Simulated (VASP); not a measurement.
# Mo in VASP: single point with r2SCAN

Aim: the single point of Mo with r2SCAN.

All numbers are computed with VASP 6.6.1; they aren't measurements. Logs are shortened: lines on timing, memory, paths and dates and some standing lists are left out, and cuts for length are marked.

## Step 1: The cell of the first run

The cell holds a slab with vacuum, 6 atoms: a = 2.728 Å, b = 2.728 Å, c = 26.139 Å, α = 90.00°, β = 90.00°, γ = 109.47°.

## Step 2: Single point, r2SCAN

File POSCAR:

```
Mo
1.0
    2.7283887526      0.0000000000      0.0000000000
   -0.9094629175      2.5723495849      0.0000000000
    0.0000000000      0.0000000000     26.1386004399
Mo
6
Direct
    0.5000000000      0.5000000000      0.2869319655
    0.0000000000      0.0000000000      0.3721591793
    0.5000000000      0.5000000000      0.4573863931
    0.0000000000      0.0000000000      0.5426136069
    0.5000000000      0.5000000000      0.6278408207
    0.0000000000      0.0000000000      0.7130680345
```

File INCAR.step1:

```
SYSTEM = Mo
PREC = Accurate
ENCUT = 520
ISMEAR = 0
SIGMA = 0.1
LREAL = .False.
LASPH = .True.
NELM = 100
LDIPOL = .True.
IDIPOL = 3
DIPOL = 0.5 0.5 0.500
NBANDS = 51
GGA = PE
ALGO = Normal
EDIFF = 1E-4
LWAVE = .True.
LCHARG = .False.
```

File INCAR.step2:

```
SYSTEM = Mo
PREC = Accurate
ENCUT = 520
EDIFF = 1E-6
ISMEAR = 0
SIGMA = 0.1
LREAL = .False.
LASPH = .True.
NELM = 100
ALGO = Normal
ISIF = 2
LWAVE = .False.
LCHARG = .True.
LDIPOL = .True.
IDIPOL = 3
DIPOL = 0.5 0.5 0.500
METAGGA = R2SCAN
LMIXTAU = .True.
LELF = .True.
LVHAR = .True.
LVACPOTAV = .True.
NBANDS = 51
ISTART = 1
```

File KPOINTS:

```
Automatic mesh
0
Gamma
  13 13 1
  0 0 0
```

Potentials or basis: VASP PAW PBE potentials, release 64 (Mo_sv).

Command:

```console
$ cat potpaw_PBE.64/Mo_sv/POTCAR > POTCAR
$ cp INCAR.step1 INCAR
$ mpirun -np 1 vasp_std > vasp.out
$ cp INCAR.step2 INCAR
$ mpirun -np 1 vasp_std > vasp.out
```

OUTCAR:

```text
SYSTEM = Mo
   PREC = Accurate
   ENCUT = 520
   EDIFF = 1E-6
   ISMEAR = 0
   LREAL = .False.
   LASPH = .True.
   NELM = 100
   ISIF = 2
   METAGGA = R2SCAN
   ISTART = 1

 ion  position               nearest neighbor table
   1  0.500  0.500  0.287-   2 2.73   2 2.73   2 3.15   2 3.15
   2  0.000  0.000  0.372-   1 2.73   1 2.73   3 2.73   3 2.73   1 3.15   1 3.15   3 3.15   3 3.15

   3  0.500  0.500  0.457-   4 2.73   4 2.73   2 2.73   2 2.73   4 3.15   4 3.15   2 3.15   2 3.15

   4  0.000  0.000  0.543-   3 2.73   3 2.73   5 2.73   5 2.73   3 3.15   3 3.15   5 3.15   5 3.15

   5  0.500  0.500  0.628-   6 2.73   6 2.73   4 2.73   4 2.73   6 3.15   6 3.15   4 3.15   4 3.15

   6  0.000  0.000  0.713-   5 2.73   5 2.73   5 3.15   5 3.15

  LATTYP: Found a base centered orthorhombic cell.
 ALAT       =     3.1504719616
 B/A-ratio  =     1.4142135624
 C/A-ratio  =     8.2967253030

  Lattice vectors:

 A1 = (   2.7283887526,   0.0000000000,   0.0000000000)
 A2 = (  -0.9094629175,   2.5723495849,   0.0000000000)
 A3 = (   0.0000000000,   0.0000000000,  26.1386004399)

Analysis of symmetry for initial positions (statically):
=====================================================================
 Subroutine PRICEL returns:
 Original cell was already a primitive cell.

 Routine SETGRP: Setting up the symmetry group for a
 base centered orthorhombic supercell.

 Subroutine GETGRP returns: Found  8 space group operations
 (whereof  4 operations were pure point group operations)
 out of a pool of  8 trial point group operations.

The static configuration has the point symmetry C_2v.
 The point group associated with its full space group is D_2h.

Analysis of symmetry for dynamics (positions and initial velocities):
=====================================================================
 Subroutine PRICEL returns:
 Original cell was already a primitive cell.

 Routine SETGRP: Setting up the symmetry group for a
 base centered orthorhombic supercell.

 Subroutine GETGRP returns: Found  8 space group operations
 (whereof  4 operations were pure point group operations)
 out of a pool of  8 trial point group operations.

The dynamic configuration has the point symmetry C_2v.
 The point group associated with its full space group is D_2h.

 Subroutine INISYM returns: Found  8 space group operations
 (whereof  4 operations are pure point group operations),
 and found     1 'primitive' translations

----------------------------------------------------------------------------------------

                                     Primitive cell

  volume of cell :     183.4504

  direct lattice vectors                    reciprocal lattice vectors
     2.728388753  0.000000000  0.000000000     0.366516685  0.129583217  0.000000000
    -0.909462917  2.572349585  0.000000000     0.000000000  0.388749650  0.000000000
     0.000000000  0.000000000 26.138600440     0.000000000  0.000000000  0.038257595

  length of vectors
     2.728388753  2.728388753 26.138600440     0.388749650  0.388749650  0.038257595

  position of ions in fractional coordinates (direct lattice)
     0.500000000  0.500000000  0.286931966
     0.000000000  0.000000000  0.372159179
     0.500000000  0.500000000  0.457386393
     0.000000000  0.000000000  0.542613607
     0.500000000  0.500000000  0.627840821
     0.000000000  0.000000000  0.713068034

  ion indices of the primitive-cell ions
   primitive index   ion index
                 1           1
                 2           2
                 3           3
                 4           4
                 5           5
                 6           6

----------------------------------------------------------------------------------------

 KPOINTS: Automatic mesh

Automatic generation of k-mesh.
 Grid dimensions read from file:
 generate k-points for:   13   13    1

 Generating k-lattice:

  Cartesian coordinates                     Fractional coordinates (reciprocal lattice)
     0.028193591  0.009967940  0.000000000     0.076923077 -0.000000000  0.000000000
     0.000000000  0.029903819  0.000000000     0.000000000  0.076923077  0.000000000
     0.000000000  0.000000000  0.038257595     0.000000000  0.000000000  1.000000000

  Length of vectors
     0.029903819  0.029903819  0.038257595

  Shift w.r.t. Gamma in fractional coordinates (k-lattice)
     0.000000000  0.000000000  0.000000000

 Subroutine IBZKPT returns following result:
 ===========================================

 Found     49 irreducible k-points:

 Following reciprocal coordinates:
            Coordinates               Weight
  0.000000  0.000000  0.000000      1.000000
  0.076923  0.000000  0.000000      4.000000
  0.153846  0.000000  0.000000      4.000000
  0.230769 -0.000000  0.000000      4.000000
  0.307692  0.000000  0.000000      4.000000
  0.384615  0.000000  0.000000      4.000000
[... 16 lines left out ...]
  0.384615  0.153846  0.000000      4.000000
  0.461538  0.153846  0.000000      4.000000
 [... further k-points ...]
   k-points           NKPTS =     49   k-points in BZ     NKDIM =     49   number of bands    NBANDS=     51
   number of dos      NEDOS =    301   number of ions     NIONS =      6
   total plane-waves  NPLWV =  78400
   dimension x,y,z NGX =    20 NGY =   20 NGZ =  196
   dimension x,y,z NGXF=    40 NGYF=   40 NGZF=  392
   ions per type =               6
   NGX,Y,Z   is equivalent  to a cutoff of  12.19, 12.19, 12.47 a.u.
   NGXF,Y,Z  is equivalent  to a cutoff of  24.37, 24.37, 24.93 a.u.
 SYSTEM =  Mo
   PREC   = accura    normal or accurate (medium, high low for compatibility)
   ISTART =      1    job   : 0-new  1-cont  2-samecut
   ICHARG =      0    charge: 1-file 2-atom 10-const
   ISPIN  =      1    spin polarized calculation?
   LNONCOLLINEAR =      F non collinear calculations
   LSORBIT =      F    spin-orbit coupling
   LASPH  =      T    aspherical Exc in radial PAW
   ENCUT  =  520.0 eV  38.22 Ry    6.18 a.u.   5.07  5.07 48.60*2*pi/ulx,y,z
   NELM   =    100;   NELMIN=  2; NELMDL=  0     # of ELM steps
   EDIFF  = 0.1E-05   stopping-criterion for ELM
   LREAL  =      F    real-space projection
   EDIFFG = 0.1E-04   stopping-criterion for IOM
   NSW    =      0    number of steps for IOM
   IBRION =     -1    ionic relax: 0-MD 1-quasi-New 2-CG
   NFREE  =      0    steps in history (QN), initial steepest desc. (CG)
   ISIF   =      2    stress and relaxation
   ISYM   =      2    0-nonsym 1-usesym 2-fastsym
   POTIM  = 0.5000    time-step for ionic-motion
   TEBEG  =    0.0;   TEEND  =   0.0 temperature during run
   PSTRESS=    0.0 pullay stress
   NELECT =      84.0000    total number of electrons
   NUPDOWN=      -1.0000    fix difference up-down
   EMIN   =  10.00;   EMAX   =-10.00  energy-range for DOS
   EFERMI =   0.00;   METHOD = LEGACY
   ISMEAR =     0;   SIGMA  =   0.10  broadening in eV -4-tet -1-fermi 0-gaus
   EFERMI_NEDOS =   21; number of points for ismear=-14 and -15
   IALGO  =     38    algorithm
   IMIX   =      4    mixing-type and parameters
     AMIX     =   0.40;   BMIX     =  1.00
     AMIX_MAG =   1.60;   BMIX_MAG =  1.00
  volume/ion in A,a.u.               =      30.58       206.33
  Fermi-wavevector in a.u.,A,eV,Ry     =   1.261813  2.384481 21.662823  1.592173
  Thomas-Fermi vector in A             =   2.395253
   LORBIT       =      0    0 simple, 1 ext, 2 COOP (PROOUT), +10 PAW based schemes
   METAGGA = R2SCAN    functional components
   LHFCALC =     F    Hartree Fock is set to
   AEXX    =    0.0000 exact exchange contribution
   IVDW    =     0    specifies the selected vdW correction
   LEPSILON=     F    determine dielectric tensor
   LRPA    =     F    only Hartree local field effects (RPA)
 non-spin polarized calculation
 Gauss-broadening in eV      SIGMA  =   0.10
  energy-cutoff  :      520.00
  volume of cell :      183.45
 maximum number of plane-waves:      4995
   NGX = 11   NGY = 11   NGZ = 97

 dipolmoment           0.000000      0.000000      0.000000 electrons x Angstroem

 number of electron      83.9999983 magnetization

 dipolmoment           0.000000      0.000000     -0.000000 electrons x Angstroem

 Free energy of the ion-electron system (eV)
  ---------------------------------------------------
  ext. energy  EPLUGINS =         0.00000000
  ---------------------------------------------------
  free energy    TOTEN  =      -153.80395326 eV

  energy without entropy =     -153.78424203  energy(sigma->0) =     -153.79409764

 E-fermi :   4.2426     XC(G=0):  -8.2438

 val. band max:        4.2348992649   @ k =   0.3846   0.2308   0.0000
 cond. band min:       4.2502129553   @ k =  -0.4615   0.3077   0.0000
 fundamental gap:      0.0153136904
 Fermi energy:         4.2425959473

 k-point     1 :       0.0000    0.0000    0.0000
  band No.  band energies     occupation
      1     -59.0576      2.00000
      2     -59.0128      2.00000
      3     -58.9201      2.00000
      4     -58.8227      2.00000
      5     -58.7394      2.00000
      6     -58.7355      2.00000
[... 43 lines left out ...]
     50       5.8757      0.00000
     51       6.0873      0.00000

 k-point     2 :       0.0769    0.0000    0.0000
  band No.  band energies     occupation
      1     -59.0458      2.00000
      2     -59.0024      2.00000
      3     -58.9118      2.00000
      4     -58.8166      2.00000
      5     -58.7326      2.00000
      6     -58.7291      2.00000
[... 43 lines left out ...]
     50       5.7540      0.00000
     51       5.9581      0.00000

 k-point     3 :       0.1538    0.0000    0.0000
  band No.  band energies     occupation
      1     -59.0124      2.00000
      2     -58.9734      2.00000
      3     -58.8890      2.00000
      4     -58.8004      2.00000
      5     -58.7138      2.00000
      6     -58.7114      2.00000
[... 1123 lines left out ...]
     50       6.6025      0.00000
     51       6.8530      0.00000

 k-point    24 :       0.4615    0.1538    0.0000
  band No.  band energies     occupation
      1     -58.7980      2.00000
      2     -58.7946      2.00000
      3     -58.7579      2.00000
      4     -58.7305      2.00000
      5     -58.5977      2.00000
      6     -58.5977      2.00000
[... 43 lines left out ...]
     50       6.5676      0.00000
     51       6.9537      0.00000

 [... further k-points ...]

------------------------ aborting loop because EDIFF is reached ----------------------------------------

  FORCE on cell =-STRESS in cart. coord.  units (eV):
  Direction    XX          YY          ZZ          XY          YZ          ZX
  --------------------------------------------------------------------------------------
  -------------------------------------------------------------------------------------
  Total       -4.1051803     -4.1591420     -2.4076479     -0.0763133      0.0000000      0.0000000
  in kB      -35.8528969    -36.3241751    -21.0273711     -0.6664881      0.0000000      0.0000000
  external PRESSURE =     -31.0681477 kB  Pullay stress =       0.0000000 kB

 VOLUME and BASIS-vectors are now :
 -----------------------------------------------------------------------------
  energy-cutoff  :      520.00
  volume of cell :      183.45
      direct lattice vectors                 reciprocal lattice vectors
     2.728388753  0.000000000  0.000000000     0.366516685  0.129583217  0.000000000
    -0.909462917  2.572349585  0.000000000     0.000000000  0.388749650  0.000000000
     0.000000000  0.000000000 26.138600440     0.000000000  0.000000000  0.038257595

 POSITION                                       TOTAL-FORCE (eV/Angst)
 -----------------------------------------------------------------------------------
      0.90946      1.28617      7.50000         0.000000      0.000000      0.639788
      0.00000      0.00000      9.72772         0.000000      0.000000     -0.700218
      0.90946      1.28617     11.95544         0.000000      0.000000     -0.017505
      0.00000      0.00000     14.18316        -0.000000      0.000000      0.017505
      0.90946      1.28617     16.41088         0.000000      0.000000      0.700218
      0.00000      0.00000     18.63860         0.000000      0.000000     -0.639788
 -----------------------------------------------------------------------------------
    total drift:                               -0.000000      0.000000     -0.000000

  FREE ENERGIE OF THE ION-ELECTRON SYSTEM (eV)
  ---------------------------------------------------
  free  energy   TOTEN  =      -153.8039532594 eV

  energy  without entropy=     -153.7842420301  energy(sigma->0) =     -153.79409764

 vacuum level on the upper side and lower side of the slab         8.920         8.920
```

Run time: 45 min. Hardware: 1 thread of Oxide Virtual Turin-like, shared host; peak memory 0.45 GiB.

Results:

```
Free energy            : -153.8040 eV
Largest force          : 0.700 eV/Å
Band gap on the k mesh : zero (bands 42 and 43 overlap by 2.26 eV)
```

Forces in eV/Å, atoms in the order of the input:
```
Mo   0.000  0.000  0.640
Mo   0.000  0.000 -0.700
Mo   0.000  0.000 -0.018
Mo   0.000  0.000  0.018
Mo   0.000  0.000  0.700
Mo   0.000  0.000 -0.640
```

Caveat: the PAW data sets were made with another functional, which shifts forces and pressure a little.
